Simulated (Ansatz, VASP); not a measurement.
# CdS in VASP and in Ansatz

```
Cd S
1.0
     0.00000    2.80724    2.80724
     2.80724    0.00000    2.80724
     2.80724    2.80724    0.00000
Cd S
1 1
Direct
  0.00000 0.00000 0.00000
  0.50000 0.50000 0.50000
```

Change from the starting cell: volume scaled by 1.06.

Alike in both runs: task single point; functional PBEsol; k mesh 8 × 8 × 8; occupations fermi-dirac, width 0.05 eV; no spin polarisation.

|  | VASP | Ansatz |
| --- | --- | --- |
| version | VASP 6.6.1 | Ansatz 0.2.0 |
| potentials or method | VASP PAW PBE potentials, release 64 (Cd, S), cutoff 520 eV | all-electron LAPW, scalar-relativistic |

Ansatz gave:

| Property | Result |
| --- | --- |
| pressure (GPa) | -7.5 |

Task: Which values does VASP return?

Result: Pressure (GPa): -7.2.

VASP's potentials were made for PBE, not for PBEsol. Ansatz ran all-electron here, and VASP with PAW potentials.
